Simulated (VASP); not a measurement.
# Cd (P6_3/mmc) in VASP: single point with PBEsol

Aim: the single point of Cd with PBEsol.

Program: VASP 6.6.1. These are calculated values, not measurements. Logs are shortened: lines on timing, memory, paths and dates and some standing lists are left out, and cuts for length are marked.

**1. The cell of the first run**

It takes space group P6_3/mmc (No. 194, hexagonal). Conventional cell: a = 3.253 Å, b = 3.253 Å, c = 10.813 Å, α = 90.00°, β = 90.00°, γ = 120.00°. Cd (site symmetry -3m) has 12 Cd at 3.25 to 3.29 Å within 4.3 Å. Cd (site symmetry -6m2) has 12 Cd at 3.25 to 3.29 Å within 4.3 Å.

**2. Single point, PBEsol (strained)**

Contents of INCAR:

```
ALGO = Fast ; EDIFF = 1E-6
ENCUT = 520 ; GGA = PS
ISIF = 2 ; ISMEAR = 0
LASPH = True ; LCHARG = False
LREAL = False ; LWAVE = False
NBANDS = 32 ; NELM = 80
PREC = Accurate ; SIGMA = 0.1
```

Contents of KPOINTS:

```
k-points
0
Gamma
  15 15 4
```

Contents of POSCAR:

```
Cd
1.0
    3.2528864422      0.0000000000      0.0000000000
   -1.6264432211      2.8170822946      0.0000000000
    0.0000000000      0.0000000000     10.8132320843
Cd
4
Direct
    0.0000000000      0.0000000000      0.0000000000
    0.3333333300      0.6666666700      0.2500000000
    0.0000000000      0.0000000000      0.5000000000
    0.6666666700      0.3333333300      0.7500000000
```

Potentials or basis: VASP PAW PBE potentials, release 64 (Cd).

Run with:

```
> cat potpaw_PBE.64/Cd/POTCAR > POTCAR
> mpirun -np 1 vasp_std > vasp.out
```

OUTCAR:

```text
EDIFF = 1E-6
   ENCUT = 520
   GGA = PS
   ISIF = 2
   ISMEAR = 0
   LASPH = True
   LREAL = False
   NELM = 80
   PREC = Accurate

 ion  position               nearest neighbor table
   1  0.000  0.000  0.000-   2 3.29   4 3.29   4 3.29   2 3.29   4 3.29   2 3.29
   2  0.333  0.667  0.250-   1 3.29   3 3.29   1 3.29   3 3.29   1 3.29   3 3.29
   3  0.000  0.000  0.500-   2 3.29   4 3.29   4 3.29   2 3.29   4 3.29   2 3.29
   4  0.667  0.333  0.750-   1 3.29   3 3.29   1 3.29   3 3.29   1 3.29   3 3.29

  LATTYP: Found a hexagonal cell.
 ALAT       =     3.2528864422
 C/A-ratio  =     3.3241959953

  Lattice vectors:

 A1 = (   3.2528864422,   0.0000000000,   0.0000000000)
 A2 = (  -1.6264432211,   2.8170822946,   0.0000000000)
 A3 = (   0.0000000000,   0.0000000000,  10.8132320843)

Analysis of symmetry for initial positions (statically):
=====================================================================
 Subroutine PRICEL returns:
 Original cell was already a primitive cell.

 Routine SETGRP: Setting up the symmetry group for a
 hexagonal supercell.

 Subroutine GETGRP returns: Found 24 space group operations
 (whereof 12 operations were pure point group operations)
 out of a pool of 24 trial point group operations.

The static configuration has the point symmetry D_3d.
 The point group associated with its full space group is D_6h.

Analysis of symmetry for dynamics (positions and initial velocities):
=====================================================================
 Subroutine PRICEL returns:
 Original cell was already a primitive cell.

 Routine SETGRP: Setting up the symmetry group for a
 hexagonal supercell.

 Subroutine GETGRP returns: Found 24 space group operations
 (whereof 12 operations were pure point group operations)
 out of a pool of 24 trial point group operations.

The dynamic configuration has the point symmetry D_3d.
 The point group associated with its full space group is D_6h.

 Subroutine INISYM returns: Found 24 space group operations
 (whereof 12 operations are pure point group operations),
 and found     1 'primitive' translations

----------------------------------------------------------------------------------------

                                     Primitive cell

  volume of cell :      99.0887

[... 85 lines left out ...]
   ICHARG =      2    charge: 1-file 2-atom 10-const
   ISPIN  =      1    spin polarized calculation?
   LNONCOLLINEAR =      F non collinear calculations
   LSORBIT =      F    spin-orbit coupling
   LASPH  =      T    aspherical Exc in radial PAW
   ENCUT  =  520.0 eV  38.22 Ry    6.18 a.u.   6.05  6.05 20.11*2*pi/ulx,y,z
   NELM   =     80;   NELMIN=  2; NELMDL= -5     # of ELM steps
   EDIFF  = 0.1E-05   stopping-criterion for ELM
   LREAL  =      F    real-space projection
   EDIFFG = 0.1E-04   stopping-criterion for IOM
   NSW    =      0    number of steps for IOM
   IBRION =     -1    ionic relax: 0-MD 1-quasi-New 2-CG
   NFREE  =      0    steps in history (QN), initial steepest desc. (CG)
   ISIF   =      2    stress and relaxation
   ISYM   =      2    0-nonsym 1-usesym 2-fastsym
   POTIM  = 0.5000    time-step for ionic-motion
   TEBEG  =    0.0;   TEEND  =   0.0 temperature during run
   PSTRESS=    0.0 pullay stress
   NELECT =      48.0000    total number of electrons
   NUPDOWN=      -1.0000    fix difference up-down
   EMIN   =  10.00;   EMAX   =-10.00  energy-range for DOS
   EFERMI =   0.00;   METHOD = LEGACY
   ISMEAR =     0;   SIGMA  =   0.10  broadening in eV -4-tet -1-fermi 0-gaus
   EFERMI_NEDOS =   21; number of points for ismear=-14 and -15
   IALGO  =     68    algorithm
   IMIX   =      4    mixing-type and parameters
     AMIX     =   0.40;   BMIX     =  1.00
     AMIX_MAG =   1.60;   BMIX_MAG =  1.00
  volume/ion in A,a.u.               =      24.77       167.17
  Fermi-wavevector in a.u.,A,eV,Ry     =   1.285723  2.429663 22.491552  1.653082
  Thomas-Fermi vector in A             =   2.417840
   LORBIT       =      0    0 simple, 1 ext, 2 COOP (PROOUT), +10 PAW based schemes
   GGA     = PS    functional components
   LHFCALC =     F    Hartree Fock is set to
   AEXX    =    0.0000 exact exchange contribution
   IVDW    =     0    specifies the selected vdW correction
   LEPSILON=     F    determine dielectric tensor
   LRPA    =     F    only Hartree local field effects (RPA)
 non-spin polarized calculation
 RMM-DIIS sequential band-by-band and
 Gauss-broadening in eV      SIGMA  =   0.10
  energy-cutoff  :      520.00
  volume of cell :       99.09
 maximum number of plane-waves:      2706
   NGX = 13   NGY = 13   NGZ = 41

 number of electron      48.0000020 magnetization

 Free energy of the ion-electron system (eV)
  ---------------------------------------------------
  ext. energy  EPLUGINS =         0.00000000
  ---------------------------------------------------
  free energy    TOTEN  =        -4.39608407 eV

  energy without entropy =       -4.38760289  energy(sigma->0) =       -4.39184348

 E-fermi :   1.8288     XC(G=0): -10.5078

 val. band max:        1.8280971308   @ k =   0.3333   0.2000   0.5000
 cond. band min:       1.8327775405   @ k =   0.0667   0.0667   0.2500
 fundamental gap:      0.0046804097
 Fermi energy:         1.8288051234

 k-point     1 :       0.0000    0.0000    0.0000
  band No.  band energies     occupation
      1      -7.3156      2.00000
      2      -7.1507      2.00000
      3      -7.1285      2.00000
      4      -6.9937      2.00000
      5      -6.9629      2.00000
      6      -6.9629      2.00000
[... 829 lines left out ...]
     31       5.8835      0.00000
     32       5.9915      0.00000

 [... further k-points ...]
[... 5 lines left out ...]
  --------------------------------------------------------------------------------------
  -------------------------------------------------------------------------------------
  Total       -3.5696370     -3.5696370     -3.6349144      0.0000000     -0.0000000      0.0000000
  in kB      -57.7179210    -57.7179211    -58.7733999      0.0000000     -0.0000000      0.0000000
  external PRESSURE =     -58.0697473 kB  Pullay stress =       0.0000000 kB

 VOLUME and BASIS-vectors are now :
 -----------------------------------------------------------------------------
  energy-cutoff  :      520.00
  volume of cell :       99.09
      direct lattice vectors                 reciprocal lattice vectors
     3.252886442  0.000000000  0.000000000     0.307419278  0.177488603  0.000000000
    -1.626443221  2.817082295  0.000000000     0.000000000  0.354977205  0.000000000
     0.000000000  0.000000000 10.813232084     0.000000000  0.000000000  0.092479288

 POSITION                                       TOTAL-FORCE (eV/Angst)
 -----------------------------------------------------------------------------------
      0.00000      0.00000      0.00000         0.000000      0.000000     -0.000000
     -0.00000      1.87805      2.70331        -0.000000      0.000000     -0.000000
      0.00000      0.00000      5.40662         0.000000      0.000000     -0.000000
      1.62644      0.93903      8.10992         0.000000      0.000000      0.000000
 -----------------------------------------------------------------------------------
    total drift:                                0.000000      0.000000     -0.000000

  FREE ENERGIE OF THE ION-ELECTRON SYSTEM (eV)
  ---------------------------------------------------
  free  energy   TOTEN  =        -4.3960840692 eV

  energy  without entropy=       -4.3876028903  energy(sigma->0) =       -4.39184348
```

OSZICAR:

```text
N       E                     dE             d eps       ncg     rms          rms(c)
DAV:   1     0.380181854232E+03    0.38018E+03   -0.25272E+04  5216   0.148E+03
DAV:   2     0.620398537749E+01   -0.37398E+03   -0.35684E+03  5360   0.396E+02
DAV:   3    -0.460763945908E+01   -0.10812E+02   -0.10741E+02  6096   0.768E+01
DAV:   4    -0.463750717038E+01   -0.29868E-01   -0.29864E-01  5416   0.363E+00
DAV:   5    -0.463759366648E+01   -0.86496E-04   -0.86496E-04  6168   0.182E-01    0.419E+00
RMM:   6    -0.441064877740E+01    0.22694E+00   -0.65178E-01  5188   0.590E+00    0.373E+00
RMM:   7    -0.439875141053E+01    0.11897E-01   -0.46996E-02  5255   0.106E+00    0.245E+00
RMM:   8    -0.439604977976E+01    0.27016E-02   -0.84761E-03  5428   0.937E-01    0.124E-01
RMM:   9    -0.439603951272E+01    0.10267E-04   -0.14374E-03  5652   0.280E-01    0.477E-02
RMM:  10    -0.439609023390E+01   -0.50721E-04   -0.23928E-04  5449   0.164E-01    0.516E-02
RMM:  11    -0.439608395755E+01    0.62764E-05   -0.36954E-05  5765   0.441E-02    0.399E-03
RMM:  12    -0.439608406925E+01   -0.11170E-06   -0.18662E-06  3706   0.856E-03
   1 F= -.43960841E+01 E0= -.43918435E+01  d E =-.848118E-02
```

stdout:

```text
POSCAR found type information on POSCAR Cd
 POSCAR found :  1 types and       4 ions
 scaLAPACK will be used
 -----------------------------------------------------------------------------
|                                                                             |
|                                                                             |
|     You enforced a specific xc type in the INCAR file but a different       |
|     I HOPE YOU KNOW WHAT YOU ARE DOING!                                     |
|                                                                             |
 -----------------------------------------------------------------------------

 LDA part: xc-table for (Slater+PW92), standard interpolation
 POSCAR, INCAR and KPOINTS ok, starting setup
 FFT: planning ... GRIDC
 FFT: planning ... GRID_SOFT
 FFT: planning ... GRID
 WAVECAR not read
 entering main loop
```

Run time: 2.2 min. Hardware: 1 thread of Intel Xeon Platinum 8259CL at 2.50GHz (Skylake/Cascade Lake), shared host; peak memory 0.32 GiB.

Results:

```yaml
Free_energy: -4.3961 eV
Pressure: -5.8 GPa
Band_gap_on_the_k_mesh: zero (bands 24 and 25 overlap by 2.77 eV)
```

Caveat: the cell differs from its parent crystal (strained); the cell stands under tension; the PAW data sets were made with another functional, which shifts forces and pressure a little.
